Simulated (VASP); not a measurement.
# Cd3Cl2 (R-3c) in VASP: notebook, part 2 of 2

VASP 6.6.1. Earlier steps stand in the parts before.

## Step 3: Single point, PBE

This run uses another cell than the first one, of 29.77 Å³/atom.

INCAR

```
PREC = Accurate ; ENCUT = 520
EDIFF = 1E-6 ; ISMEAR = 0
SIGMA = 0.1 ; LREAL = F
LASPH = T ; NELM = 80
ALGO = Normal ; ISIF = 2
LWAVE = F ; LCHARG = F
GGA = PE ; NBANDS = 61
```

KPOINTS

```
regular mesh
0
Gamma
  3 3 3
```

POSCAR

```
Cd3Cl2
1.0
    4.0825541022      2.3570637099      5.1563699391
   -4.0825541022      2.3570637099      5.1563699391
    0.0000000000     -4.7141274198      5.1563699391
Cd Cl
6 4
Direct
    0.0640486870      0.4359513130      0.7500000000
    0.7500000000      0.0640486870      0.4359513130
    0.4359513130      0.7500000000      0.0640486870
    0.9359513130      0.5640486870      0.2500000000
    0.2500000000      0.9359513130      0.5640486870
    0.5640486870      0.2500000000      0.9359513130
    0.8682041584      0.8682041584      0.8682041584
    0.6317958416      0.6317958416      0.6317958416
    0.1317958416      0.1317958416      0.1317958416
    0.3682041584      0.3682041584      0.3682041584
```

Potentials or basis: VASP PAW PBE potentials, release 64 (Cd, Cl).

Started as:

```
$ cat potpaw_PBE.64/Cd/POTCAR potpaw_PBE.64/Cl/POTCAR > POTCAR
$ mpirun -np 1 vasp_std > vasp.out
```

OUTCAR:

```text
PREC = Accurate
   ENCUT = 520
   EDIFF = 1E-6
   ISMEAR = 0
   LREAL = F
   LASPH = T
   NELM = 80
   ISIF = 2
   GGA = PE

 ion  position               nearest neighbor table
   1  0.064  0.436  0.750-   9 2.90  10 2.90   7 3.15   8 3.15   4 3.65   4 3.65
   2  0.750  0.064  0.436-  10 2.90   9 2.90   7 3.15   8 3.15   5 3.65   5 3.65
   3  0.436  0.750  0.064-   9 2.90  10 2.90   7 3.15   8 3.15   6 3.65   6 3.65
   4  0.936  0.564  0.250-   7 2.90   8 2.90   9 3.15  10 3.15   1 3.65   1 3.65
   5  0.250  0.936  0.564-   8 2.90   7 2.90   9 3.15  10 3.15   2 3.65   2 3.65
   6  0.564  0.250  0.936-   7 2.90   8 2.90   9 3.15  10 3.15   3 3.65   3 3.65
   7  0.868  0.868  0.868-   6 2.90   4 2.90   5 2.90   1 3.15   3 3.15   2 3.15
   8  0.632  0.632  0.632-   5 2.90   4 2.90   6 2.90   1 3.15   3 3.15   2 3.15
   9  0.132  0.132  0.132-   3 2.90   1 2.90   2 2.90   4 3.15   5 3.15   6 3.15
  10  0.368  0.368  0.368-   2 2.90   1 2.90   3 2.90   4 3.15   5 3.15   6 3.15

  LATTYP: Found a trigonal (rhomboedric) cell.
 ALAT       =     6.9864975688
 COS(alpha) =     0.3170720794

  Lattice vectors:

 A1 = (   4.0825541022,   2.3570637099,   5.1563699391)
 A2 = (  -4.0825541022,   2.3570637099,   5.1563699391)
 A3 = (   0.0000000000,  -4.7141274198,   5.1563699391)

Analysis of symmetry for initial positions (statically):
=====================================================================
 Subroutine PRICEL returns:
 Original cell was already a primitive cell.

 Routine SETGRP: Setting up the symmetry group for a
 trigonal (rhombohedral) supercell.

 Subroutine GETGRP returns: Found 12 space group operations
 (whereof  6 operations were pure point group operations)
 out of a pool of 12 trial point group operations.

The static configuration has the point symmetry S_6 .
 The point group associated with its full space group is D_3d.

Analysis of symmetry for dynamics (positions and initial velocities):
=====================================================================
 Subroutine PRICEL returns:
 Original cell was already a primitive cell.

 Routine SETGRP: Setting up the symmetry group for a
 trigonal (rhombohedral) supercell.

 Subroutine GETGRP returns: Found 12 space group operations
 (whereof  6 operations were pure point group operations)
 out of a pool of 12 trial point group operations.

The dynamic configuration has the point symmetry S_6 .
 The point group associated with its full space group is D_3d.

 Subroutine INISYM returns: Found 12 space group operations
 (whereof  6 operations are pure point group operations),
 and found     1 'primitive' translations

----------------------------------------------------------------------------------------

                                     Primitive cell

  volume of cell :     297.7135

  direct lattice vectors                    reciprocal lattice vectors
     4.082554102  2.357063710  5.156369939     0.122472351  0.070709445  0.064644961
    -4.082554102  2.357063710  5.156369939    -0.122472351  0.070709445  0.064644961
     0.000000000 -4.714127420  5.156369939     0.000000000 -0.141418890  0.064644961

  length of vectors
     6.986497569  6.986497569  6.986497569     0.155493644  0.155493644  0.155493644

  position of ions in fractional coordinates (direct lattice)
     0.064048687  0.435951313  0.750000000
[... 50 lines left out ...]
            Coordinates               Weight
  0.000000  0.000000  0.000000      1.000000
  0.333333  0.000000  0.000000      6.000000
  0.333333  0.333333  0.000000      6.000000
 -0.333333  0.333333  0.000000      6.000000
  0.333333  0.333333  0.333333      2.000000
 -0.333333  0.333333  0.333333      6.000000
   k-points           NKPTS =      6   k-points in BZ     NKDIM =      6   number of bands    NBANDS=     61
   number of dos      NEDOS =    301   number of ions     NIONS =     10
   total plane-waves  NPLWV = 157464
   dimension x,y,z NGX =    54 NGY =   54 NGZ =   54
   dimension x,y,z NGXF=   108 NGYF=  108 NGZF=  108
   ions per type =               6   4
   NGX,Y,Z   is equivalent  to a cutoff of  12.85, 12.85, 12.85 a.u.
   NGXF,Y,Z  is equivalent  to a cutoff of  25.70, 25.70, 25.70 a.u.
 SYSTEM =  unknown system
   PREC   = accura    normal or accurate (medium, high low for compatibility)
   ISTART =      0    job   : 0-new  1-cont  2-samecut
   ICHARG =      2    charge: 1-file 2-atom 10-const
   ISPIN  =      1    spin polarized calculation?
   LNONCOLLINEAR =      F non collinear calculations
   LSORBIT =      F    spin-orbit coupling
   LASPH  =      T    aspherical Exc in radial PAW
   ENCUT  =  520.0 eV  38.22 Ry    6.18 a.u.  12.99 12.99 12.99*2*pi/ulx,y,z
   NELM   =     80;   NELMIN=  2; NELMDL= -5     # of ELM steps
   EDIFF  = 0.1E-05   stopping-criterion for ELM
   LREAL  =      F    real-space projection
[... 7 lines left out ...]
   TEBEG  =    0.0;   TEEND  =   0.0 temperature during run
   PSTRESS=    0.0 pullay stress
   NELECT =     100.0000    total number of electrons
   NUPDOWN=      -1.0000    fix difference up-down
   EMIN   =  10.00;   EMAX   =-10.00  energy-range for DOS
   EFERMI =   0.00;   METHOD = LEGACY
   ISMEAR =     0;   SIGMA  =   0.10  broadening in eV -4-tet -1-fermi 0-gaus
   EFERMI_NEDOS =   21; number of points for ismear=-14 and -15
   IALGO  =     38    algorithm
   IMIX   =      4    mixing-type and parameters
     AMIX     =   0.40;   BMIX     =  1.00
     AMIX_MAG =   1.60;   BMIX_MAG =  1.00
  volume/ion in A,a.u.               =      29.77       200.91
  Fermi-wavevector in a.u.,A,eV,Ry     =   1.137999  2.150507 17.620119  1.295042
  Thomas-Fermi vector in A             =   2.274704
   LORBIT       =      0    0 simple, 1 ext, 2 COOP (PROOUT), +10 PAW based schemes
   GGA     = PE    functional components
   LHFCALC =     F    Hartree Fock is set to
   AEXX    =    0.0000 exact exchange contribution
   IVDW    =     0    specifies the selected vdW correction
   LEPSILON=     F    determine dielectric tensor
   LRPA    =     F    only Hartree local field effects (RPA)
 non-spin polarized calculation
 Gauss-broadening in eV      SIGMA  =   0.10
  energy-cutoff  :      520.00
  volume of cell :      297.71
 maximum number of plane-waves:      8062
 NGX is ok and might be reduce to    54
   NGX = 25   NGY = 25   NGZ = 25

 number of electron     100.0000011 magnetization

 Free energy of the ion-electron system (eV)
  ---------------------------------------------------
  ext. energy  EPLUGINS =         0.00000000
  ---------------------------------------------------
  free energy    TOTEN  =       -13.29832551 eV

  energy without entropy =      -13.28893966  energy(sigma->0) =      -13.29363258

 E-fermi :   1.2711     XC(G=0):  -8.6849

 val. band max:        1.0501327331   @ k =   0.3333   0.0000   0.0000
 cond. band min:       1.3469404122   @ k =  -0.3333   0.3333   0.3333
 fundamental gap:      0.2968076790
 Fermi energy:         1.2711304274

 k-point     1 :       0.0000    0.0000    0.0000
  band No.  band energies     occupation
      1     -14.5603      2.00000
      2     -14.4563      2.00000
      3     -14.3937      2.00000
      4     -14.3564      2.00000
      5      -7.1911      2.00000
      6      -7.1911      2.00000
[... 373 lines left out ...]
     60       5.5086      0.00000
     61       5.9326      0.00000

------------------------ aborting loop because EDIFF is reached ----------------------------------------

  FORCE on cell =-STRESS in cart. coord.  units (eV):
  Direction    XX          YY          ZZ          XY          YZ          ZX
  --------------------------------------------------------------------------------------
  -------------------------------------------------------------------------------------
  Total        0.0976286      0.0976286      0.0568395      0.0000000      0.0000000     -0.0000000
  in kB        0.5253986      0.5253986      0.3058881      0.0000000      0.0000000     -0.0000000
  external PRESSURE =       0.4522284 kB  Pullay stress =       0.0000000 kB

 VOLUME and BASIS-vectors are now :
 -----------------------------------------------------------------------------
  energy-cutoff  :      520.00
  volume of cell :      297.71
      direct lattice vectors                 reciprocal lattice vectors
     4.082554102  2.357063710  5.156369939     0.122472351  0.070709445  0.064644961
    -4.082554102  2.357063710  5.156369939    -0.122472351  0.070709445  0.064644961
     0.000000000 -4.714127420  5.156369939     0.000000000 -0.141418890  0.064644961

 POSITION                                       TOTAL-FORCE (eV/Angst)
 -----------------------------------------------------------------------------------
     -1.51831     -2.35706      6.44546        -0.002646      0.000000     -0.000000
      2.80043     -0.13637      6.44546         0.001323     -0.002291      0.000000
     -1.28212      2.49343      6.44546         0.001323      0.002291      0.000000
      1.51831      2.35706      9.02365         0.002646      0.000000     -0.000000
     -2.80043      0.13637      9.02365        -0.001323      0.002291      0.000000
      1.28212     -2.49343      9.02365        -0.001323     -0.002291      0.000000
      0.00000      0.00000     13.43035         0.000000      0.000000     -0.005795
      0.00000      0.00000      9.77332         0.000000      0.000000      0.005795
      0.00000      0.00000      2.03876         0.000000      0.000000      0.005795
      0.00000      0.00000      5.69579         0.000000     -0.000000     -0.005795
 -----------------------------------------------------------------------------------
    total drift:                               -0.000000      0.000000      0.000000

  FREE ENERGIE OF THE ION-ELECTRON SYSTEM (eV)
  ---------------------------------------------------
  free  energy   TOTEN  =       -13.2983255136 eV

  energy  without entropy=      -13.2889396553  energy(sigma->0) =      -13.29363258
```

Run time: 84 s. Hardware: 1 thread of Intel Xeon 6975P-C (Granite Rapids), shared host; peak memory 0.42 GiB.

What came out:

| Property | Result |
| --- | --- |
| Free energy | -13.2983 eV |
| Pressure | 0.0 GPa |
| Largest force | 0.006 eV/Å |
| Band gap on the k mesh | zero (bands 50 and 51 overlap by 0.27 eV) |

Forces in eV/Å, atoms in the order of the input:
```
Cd  -0.003  0.000  0.000
Cd   0.001 -0.002  0.000
Cd   0.001  0.002  0.000
Cd   0.003  0.000  0.000
Cd  -0.001  0.002  0.000
Cd  -0.001 -0.002  0.000
Cl   0.000  0.000 -0.006
Cl   0.000  0.000  0.006
Cl   0.000  0.000  0.006
Cl   0.000  0.000 -0.006
```

The gap in the log of VASP goes by the Fermi energy; the results here count the filled bands.